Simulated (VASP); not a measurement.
# ZnF2 (P4_2/mnm) in VASP: further runs, part 2 of 2

VASP 6.6.1. Earlier steps stand in the parts before.

### 5 Single point, PBE

This run uses another cell than the first one, of 12.19 Å³/atom.

Contents of INCAR:

```
SYSTEM = ZnF2
PREC     = Accurate       ! precision mode
ENCUT    = 600            ! plane-wave cutoff, eV
EDIFF    = 1E-6           ! SCF threshold, eV
ISMEAR   = 0              ! smearing method
SIGMA    = 0.02           ! smearing width, eV
LREAL    = .FALSE.        ! projectors in reciprocal space
LASPH    = .TRUE.         ! aspherical terms in the spheres
NELM     = 120            ! most SCF steps
ALGO     = Normal         ! electronic algorithm
ISIF     = 2              ! what is computed and relaxed
LWAVE    = .FALSE.        ! write WAVECAR
LCHARG   = .FALSE.        ! write CHGCAR
GGA      = PE             ! functional
NBANDS   = 35             ! bands
GGA_COMPAT= .FALSE.
```

Contents of KPOINTS:

```
Automatic mesh
0
G
  6 6 8
  0 0 0
```

Contents of POSCAR:

```
ZnF2
1.0
    4.8000348632      0.0000000000      0.0000000000
    0.0000000000      4.8000348632      0.0000000000
    0.0000000000      0.0000000000      3.1754915749
Zn F
2 4
Direct
    0.0000000000      0.0000000000      0.0000000000
    0.5000000000      0.5000000000      0.5000000000
    0.3043835378      0.3043835378      0.0000000000
    0.1956164622      0.8043835378      0.5000000000
    0.6956164622      0.6956164622      0.0000000000
    0.8043835378      0.1956164622      0.5000000000
```

Potentials or basis: VASP PAW PBE potentials, release 64 (Zn, F).

Started as:

```
$ cat potpaw_PBE.64/Zn/POTCAR potpaw_PBE.64/F/POTCAR > POTCAR
$ mpirun -np 1 vasp_std > vasp.out
```

OUTCAR:

```text
SYSTEM = ZnF2
   PREC = Accurate
   ENCUT = 600
   EDIFF = 1E-6
   ISMEAR = 0
   LREAL = .FALSE.
   LASPH = .TRUE.
   NELM = 120
   ISIF = 2
   GGA = PE

 ion  position               nearest neighbor table
   1  0.000  0.000  0.000-   3 2.07   5 2.07   4 2.07   6 2.07   4 2.07   6 2.07
   2  0.500  0.500  0.500-   4 2.07   6 2.07   5 2.07   3 2.07   3 2.07   5 2.07
   3  0.304  0.304  0.000-   1 2.07   2 2.07   2 2.07
   4  0.196  0.804  0.500-   2 2.07   1 2.07   1 2.07
   5  0.696  0.696  0.000-   1 2.07   2 2.07   2 2.07
   6  0.804  0.196  0.500-   2 2.07   1 2.07   1 2.07

  LATTYP: Found a simple tetragonal cell.
 ALAT       =     4.8000348632
 C/A-ratio  =     0.6615559398

  Lattice vectors:

 A1 = (   4.8000348632,   0.0000000000,   0.0000000000)
 A2 = (   0.0000000000,   4.8000348632,   0.0000000000)
 A3 = (   0.0000000000,   0.0000000000,   3.1754915749)

Analysis of symmetry for initial positions (statically):
=====================================================================
 Subroutine PRICEL returns:
 Original cell was already a primitive cell.

[... 183 lines left out ...]
 cond. band min:       1.7414600168   @ k =   0.0000   0.0000   0.0000
 fundamental gap:      3.4565838781
 Fermi energy:        -1.6328928791

 k-point     1 :       0.0000    0.0000    0.0000
  band No.  band energies     occupation
      1     -23.1146      2.00000
      2     -22.4344      2.00000
      3     -22.4344      2.00000
      4     -22.4107      2.00000
      5      -7.4262      2.00000
      6      -6.6619      2.00000
[... 901 lines left out ...]
     34      12.3790      0.00000
     35      14.3855      0.00000

 [... further k-points ...]

------------------------ aborting loop because EDIFF is reached ----------------------------------------

  FORCE on cell =-STRESS in cart. coord.  units (eV):
  Direction    XX          YY          ZZ          XY          YZ          ZX
  --------------------------------------------------------------------------------------
  -------------------------------------------------------------------------------------
  Total        0.1064642      0.1064642      0.2252903     -0.0000000      0.0000000      0.0000000
  in kB        2.3313864      2.3313864      4.9334804     -0.0000000      0.0000000      0.0000000
  external PRESSURE =       3.1987511 kB  Pullay stress =       0.0000000 kB

 VOLUME and BASIS-vectors are now :
 -----------------------------------------------------------------------------
  energy-cutoff  :      600.00
  volume of cell :       73.16
      direct lattice vectors                 reciprocal lattice vectors
     4.800034863  0.000000000  0.000000000     0.208331820  0.000000000  0.000000000
     0.000000000  4.800034863  0.000000000     0.000000000  0.208331820  0.000000000
     0.000000000  0.000000000  3.175491575     0.000000000  0.000000000  0.314911873

 POSITION                                       TOTAL-FORCE (eV/Angst)
 -----------------------------------------------------------------------------------
      0.00000      0.00000      0.00000         0.000000     -0.000000      0.000000
      2.40002      2.40002      1.58775         0.000000     -0.000000      0.000000
      1.46105      1.46105      0.00000        -0.009620     -0.009620      0.000000
      0.93897      3.86107      1.58775         0.009620     -0.009620      0.000000
      3.33898      3.33898      0.00000         0.009620      0.009620      0.000000
      3.86107      0.93897      1.58775        -0.009620      0.009620      0.000000
 -----------------------------------------------------------------------------------
    total drift:                                0.000000     -0.000000     -0.000000

  FREE ENERGIE OF THE ION-ELECTRON SYSTEM (eV)
  ---------------------------------------------------
  free  energy   TOTEN  =       -23.2524988560 eV

  energy  without entropy=      -23.2524988560  energy(sigma->0) =      -23.25249886
```

OSZICAR:

```text
N       E                     dE             d eps       ncg     rms          rms(c)
DAV:   1     0.648720117829E+03    0.64872E+03   -0.29093E+04  3516   0.221E+03
DAV:   2     0.557592810448E+02   -0.59296E+03   -0.55480E+03  3751   0.531E+02
DAV:   3    -0.238963490585E+02   -0.79656E+02   -0.78780E+02  3779   0.194E+02
DAV:   4    -0.261017629135E+02   -0.22054E+01   -0.21989E+01  4235   0.342E+01
DAV:   5    -0.261173095357E+02   -0.15547E-01   -0.15543E-01  3889   0.297E+00    0.133E+01
DAV:   6    -0.231938778108E+02    0.29234E+01   -0.63117E+00  5190   0.435E+01    0.775E+00
DAV:   7    -0.232901880603E+02   -0.96310E-01   -0.20219E+00  3665   0.954E+00    0.482E+00
DAV:   8    -0.232951194281E+02   -0.49314E-02   -0.42745E-01  5265   0.113E+01    0.152E+00
DAV:   9    -0.232511897093E+02    0.43930E-01   -0.17440E-01  5331   0.133E+01    0.360E-01
DAV:  10    -0.232525407778E+02   -0.13511E-02   -0.26171E-02  4841   0.199E+00    0.184E-01
DAV:  11    -0.232524287960E+02    0.11198E-03   -0.28420E-03  5098   0.624E-01    0.259E-02
DAV:  12    -0.232524997201E+02   -0.70924E-04   -0.27373E-04  4053   0.163E-01    0.165E-02
DAV:  13    -0.232524988078E+02    0.91227E-06   -0.47650E-05  5088   0.782E-02    0.772E-03
DAV:  14    -0.232524986751E+02    0.13268E-06   -0.10368E-05  3918   0.459E-02    0.133E-03
DAV:  15    -0.232524988560E+02   -0.18091E-06   -0.72102E-07  1900   0.165E-02
   1 F= -.23252499E+02 E0= -.23252499E+02  d E =-.470477E-11
```

stdout:

```text
POSCAR found type information on POSCAR ZnF
 POSCAR found :  2 types and       6 ions
 scaLAPACK will be used
 LDA part: xc-table for (Slater+PW92), standard interpolation
 POSCAR, INCAR and KPOINTS ok, starting setup
 FFT: planning ... GRIDC
 FFT: planning ... GRID_SOFT
 FFT: planning ... GRID
 WAVECAR not read
 entering main loop
```

Wall time 1.8 min (1 thread of Intel Xeon Platinum 8124M at 3.00GHz (Skylake/Cascade Lake), shared host); peak memory 0.27 GiB.

What came out:

```yaml
Free_energy: -23.2525 eV
Pressure: 0.3 GPa
Largest_force: 0.014 eV/Å
Band_gap_on_the_k_mesh: 3.46 eV
```

Forces in eV/Å, atoms in the order of the input:
```
Zn   0.000  0.000  0.000
Zn   0.000  0.000  0.000
F   -0.010 -0.010  0.000
F    0.010 -0.010  0.000
F    0.010  0.010  0.000
F   -0.010  0.010  0.000
```

A k mesh can miss the band edges. A hybrid or GW would open this gap; PBE tends to underestimate it.

### 6 Overview

```csv
cell,gap on the mesh (eV),pressure (GPa),largest force (eV/Å)
"a = 4.679, b = 4.679, c = 3.141 Å, 6 atoms, atomic positions A",3.48,7.6,0.01
"a = 4.740, b = 4.740, c = 3.158 Å, 6 atoms, atomic positions A",3.46,3.7,0.01
"a = 4.800, b = 4.800, c = 3.175 Å, 6 atoms, atomic positions B",3.46,0.3,0.01
```

Alike in all rows: task single point; level PBE; potentials or basis VASP PAW PBE potentials, release 64 (Zn, F); no spin polarisation; k mesh 6 × 6 × 8; cutoff (eV) 600; smearing gaussian 0.02 eV.

Caveats: the cell stands under pressure (at least some runs).

Absolute energies hang on the potentials; compare differences alone.
